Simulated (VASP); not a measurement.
# H3C2 (C2/m) in VASP: single point with r2SCAN

Aim: the single point of H3C2 with r2SCAN.

All numbers are computed with VASP 6.6.1; they aren't measurements. Logs are shortened: lines on timing, memory, paths and dates and some standing lists are left out, and cuts for length are marked.

## (1) The cell of the first run

Symmetry: C2/m, No. 12, monoclinic system. Conventional cell: a = 7.151 Å, b = 6.448 Å, c = 4.074 Å, α = 90.00°, β = 101.05°, γ = 90.00°. Within 1.6 Å of C (site symmetry m) lie 2 C at 1.21 to 1.45 Å. C (site symmetry m) has 3 H at 1.09 Å and 1 C at 1.45 Å within 1.5 Å. H (site symmetry m) has 1 C at 1.09 Å within 1.5 Å. H (site symmetry 1) has 1 C at 1.09 Å within 1.5 Å.

## (2) Single point, r2SCAN

POSCAR

```
H3C2
1.0
    3.5755160000      3.2241010000      0.0000000000
    3.5755160000     -3.2241010000      0.0000000000
    0.7810330000      0.0000000000     -3.9981320000
C H
4 6
Direct
    0.0792572414      0.0792572414      0.9157950203
    0.9207427586      0.9207427586      0.0842049797
    0.2712558190      0.2712558190      0.7186306128
    0.7287441810      0.7287441810      0.2813693872
    0.2683132587      0.2683132587      0.4516340430
    0.7316867413      0.7316867413      0.5483659570
    0.4875674045      0.2135482797      0.7715505511
    0.7864517203      0.5124325955      0.2284494489
    0.5124325955      0.7864517203      0.2284494489
    0.2135482797      0.4875674045      0.7715505511
```

INCAR.step1

```
SYSTEM = H3C2
PREC = Accurate ; ENCUT = 660
ISMEAR = -1 ; SIGMA = 0.1
LREAL = .False. ; LASPH = .True.
NELM = 120 ; NBANDS = 22
GGA = PE ; ALGO = Normal
EDIFF = 1E-5 ; LWAVE = .True.
LCHARG = .False. ; GGA_COMPAT = .False.
```

INCAR.step2

```
SYSTEM = H3C2
PREC = Accurate ; ENCUT = 660
EDIFF = 1E-6 ; ISMEAR = -1
SIGMA = 0.1 ; LREAL = .False.
LASPH = .True. ; NELM = 120
ALGO = Normal ; ISIF = 2
LWAVE = .False. ; LCHARG = .False.
METAGGA = R2SCAN ; LMIXTAU = .True.
NBANDS = 22 ; ISTART = 1
GGA_COMPAT = .False.
```

KPOINTS

```
Automatic mesh
0
Gamma
  4 4 5
  0 0 0
```

Potentials or basis: VASP PAW PBE potentials, release 64 (C, H).

On the command line:

```
cat potpaw_PBE.64/C/POTCAR potpaw_PBE.64/H/POTCAR > POTCAR
cp INCAR.step1 INCAR
mpirun -np 1 vasp_std > vasp.out
cp INCAR.step2 INCAR
mpirun -np 1 vasp_std > vasp.out
```

OUTCAR:

```text
SYSTEM = H3C2
   PREC = Accurate
   ENCUT = 660
   EDIFF = 1E-6
   ISMEAR = -1
   LREAL = .False.
   LASPH = .True.
   NELM = 120
   ISIF = 2
   METAGGA = R2SCAN
   ISTART = 1

 ion  position               nearest neighbor table
   1  0.079  0.079  0.916-   2 1.21   3 1.45
   2  0.921  0.921  0.084-   1 1.21   4 1.45
   3  0.271  0.271  0.719-   5 1.09   7 1.09  10 1.09   1 1.45
   4  0.729  0.729  0.281-   6 1.09   8 1.09   9 1.09   2 1.45
   5  0.268  0.268  0.452-   3 1.09
   6  0.732  0.732  0.548-   4 1.09
   7  0.488  0.214  0.772-   3 1.09
   8  0.786  0.512  0.228-   4 1.09
   9  0.512  0.786  0.228-   4 1.09
  10  0.214  0.488  0.772-   3 1.09

  LATTYP: Found a base centered monoclinic cell.
 ALAT       =     7.1510320000
 B/A-ratio  =     0.9017162837
 C/A-ratio  =     0.5696667211
 COS(beta)  =    -0.1917254708

  Lattice vectors:

 A1 = (  -3.5755160000,  -3.2241010000,   0.0000000000)
 A2 = (  -3.5755160000,   3.2241010000,   0.0000000000)
 A3 = (   0.7810330000,   0.0000000000,  -3.9981320000)

Analysis of symmetry for initial positions (statically):
=====================================================================
 Subroutine PRICEL returns:
 Original cell was already a primitive cell.

 Routine SETGRP: Setting up the symmetry group for a
 base centered monoclinic supercell.

 Subroutine GETGRP returns: Found  4 space group operations
 (whereof  4 operations were pure point group operations)
 out of a pool of  4 trial point group operations.

The static configuration has the point symmetry C_2h.

Analysis of symmetry for dynamics (positions and initial velocities):
=====================================================================
 Subroutine PRICEL returns:
 Original cell was already a primitive cell.

 Routine SETGRP: Setting up the symmetry group for a
 base centered monoclinic supercell.

 Subroutine GETGRP returns: Found  4 space group operations
 (whereof  4 operations were pure point group operations)
 out of a pool of  4 trial point group operations.

The dynamic configuration has the point symmetry C_2h.

 Subroutine INISYM returns: Found  4 space group operations
 (whereof  4 operations are pure point group operations),
 and found     1 'primitive' translations

[... 112 lines left out ...]
   EDIFFG = 0.1E-04   stopping-criterion for IOM
   NSW    =      0    number of steps for IOM
   IBRION =     -1    ionic relax: 0-MD 1-quasi-New 2-CG
   NFREE  =      0    steps in history (QN), initial steepest desc. (CG)
   ISIF   =      2    stress and relaxation
   ISYM   =      2    0-nonsym 1-usesym 2-fastsym
   POTIM  = 0.5000    time-step for ionic-motion
   TEBEG  =    0.0;   TEEND  =   0.0 temperature during run
   PSTRESS=    0.0 pullay stress
   NELECT =      22.0000    total number of electrons
   NUPDOWN=      -1.0000    fix difference up-down
   EMIN   =  10.00;   EMAX   =-10.00  energy-range for DOS
   EFERMI =   0.00;   METHOD = LEGACY
   ISMEAR =    -1;   SIGMA  =   0.10  broadening in eV -4-tet -1-fermi 0-gaus
   EFERMI_NEDOS =   21; number of points for ismear=-14 and -15
   IALGO  =     38    algorithm
   IMIX   =      4    mixing-type and parameters
     AMIX     =   0.40;   BMIX     =  1.00
     AMIX_MAG =   1.60;   BMIX_MAG =  1.00
  volume/ion in A,a.u.               =       9.22        62.21
  Fermi-wavevector in a.u.,A,eV,Ry     =   1.015479  1.918977 14.030292  1.031197
  Thomas-Fermi vector in A             =   2.148767
   LORBIT       =      0    0 simple, 1 ext, 2 COOP (PROOUT), +10 PAW based schemes
   METAGGA = R2SCAN    functional components
   LHFCALC =     F    Hartree Fock is set to
   AEXX    =    0.0000 exact exchange contribution
   IVDW    =     0    specifies the selected vdW correction
   LEPSILON=     F    determine dielectric tensor
   LRPA    =     F    only Hartree local field effects (RPA)
 non-spin polarized calculation
  energy-cutoff  :      660.00
  volume of cell :       92.18
 maximum number of plane-waves:      3573
   NGX = 21   NGY = 21   NGZ = 17

 number of electron      21.9999999 magnetization

 Free energy of the ion-electron system (eV)
  ---------------------------------------------------
  ext. energy  EPLUGINS =         0.00000000
  ---------------------------------------------------
  free energy    TOTEN  =       -59.94047826 eV

  energy without entropy =      -59.94047826  energy(sigma->0) =      -59.94047826

 E-fermi :   0.4932     XC(G=0):  -8.1085

 val. band max:       -1.6965844700   @ k =   0.5000   0.5000   0.4000
 cond. band min:       3.4197860640   @ k =   0.0000   0.0000   0.0000
 fundamental gap:      5.1163705340
 Fermi energy:         0.4932146167

 k-point     1 :       0.0000    0.0000    0.0000
  band No.  band energies     occupation
      1     -16.8317      2.00000
      2     -15.2118      2.00000
      3     -13.3981      2.00000
      4      -8.0080      2.00000
      5      -7.2113      2.00000
      6      -6.8828      2.00000
[... 589 lines left out ...]
     21      11.3253      0.00000
     22      11.5082      0.00000

 [... further k-points ...]

------------------------ aborting loop because EDIFF is reached ----------------------------------------

  FORCE on cell =-STRESS in cart. coord.  units (eV):
  Direction    XX          YY          ZZ          XY          YZ          ZX
  --------------------------------------------------------------------------------------
  -------------------------------------------------------------------------------------
  Total        0.2091974      0.0828831      0.1534880      0.0000000      0.0000000      0.0088377
  in kB        3.6360713      1.4405954      2.6677825      0.0000000      0.0000000      0.1536080
  external PRESSURE =       2.5814831 kB  Pullay stress =       0.0000000 kB

 VOLUME and BASIS-vectors are now :
 -----------------------------------------------------------------------------
  energy-cutoff  :      660.00
  volume of cell :       92.18
      direct lattice vectors                 reciprocal lattice vectors
     3.575516000  3.224101000  0.000000000     0.139839956  0.155081990  0.027317662
     3.575516000 -3.224101000  0.000000000     0.139839956 -0.155081990  0.027317662
     0.781033000  0.000000000 -3.998132000     0.000000000  0.000000000 -0.250116805

 POSITION                                       TOTAL-FORCE (eV/Angst)
 -----------------------------------------------------------------------------------
      1.28204      0.00000     -3.66147         0.149684      0.000000      0.095453
      6.65003      0.00000     -0.33666        -0.149684      0.000000     -0.095453
      2.50103      0.00000     -2.87318        -0.045188      0.000000     -0.031592
      5.43103      0.00000     -1.12495         0.045188      0.000000      0.031592
      2.27146      0.00000     -1.80569        -0.014513      0.000000      0.050346
      5.66061      0.00000     -2.19244         0.014513      0.000000     -0.050346
      3.10946      0.88347     -3.08476         0.030969      0.044508     -0.009700
      4.82261      0.88347     -0.91337        -0.030969      0.044508      0.009700
      4.82261     -0.88347     -0.91337        -0.030969     -0.044508      0.009700
      3.10946     -0.88347     -3.08476         0.030969     -0.044508     -0.009700
 -----------------------------------------------------------------------------------
    total drift:                               -0.000000     -0.000000      0.000000

  FREE ENERGIE OF THE ION-ELECTRON SYSTEM (eV)
  ---------------------------------------------------
  free  energy   TOTEN  =       -59.9404782568 eV

  energy  without entropy=      -59.9404782566  energy(sigma->0) =      -59.94047826
```

OUTCAR.step1:

```text
SYSTEM = H3C2
   PREC = Accurate
   ENCUT = 660
   ISMEAR = -1
   LREAL = .False.
   LASPH = .True.
[... 854 lines left out ...]
      4.82261      0.88347     -0.91337        -0.130485      0.176869      0.037470
      4.82261     -0.88347     -0.91337        -0.130485     -0.176869      0.037470
      3.10946     -0.88347     -3.08476         0.130485     -0.176869     -0.037470
 -----------------------------------------------------------------------------------
    total drift:                               -0.000000     -0.000000      0.000000

  FREE ENERGIE OF THE ION-ELECTRON SYSTEM (eV)
  ---------------------------------------------------
  free  energy   TOTEN  =       -56.7140947298 eV

  energy  without entropy=      -56.7140947296  energy(sigma->0) =      -56.71409473
```

Wall time 4.1 min (1 thread of AMD EPYC 7R13 (Zen 3), shared host); peak memory 0.23 GiB.

Results:

```yaml
Free_energy: -59.9405 eV
Pressure: 0.3 GPa
Largest_force: 0.178 eV/Å
Band_gap_on_the_k_mesh: 5.12 eV (least direct gap 5.48 eV)
```

Forces on the atoms (eV/Å):
```
C    0.150  0.000  0.095
C   -0.150  0.000 -0.095
C   -0.045  0.000 -0.032
C    0.045  0.000  0.032
H   -0.015  0.000  0.050
H    0.015  0.000 -0.050
H    0.031  0.045 -0.010
H   -0.031  0.045  0.010
H   -0.031 -0.045  0.010
H    0.031 -0.045 -0.010
```

Caveat: the PAW data sets were made with another functional, which shifts forces and pressure a little; an odd mesh through Γ misses points on the zone boundary, where band edges can lie. r2SCAN opens gaps a little over a GGA but as a rule still falls short of measured ones.
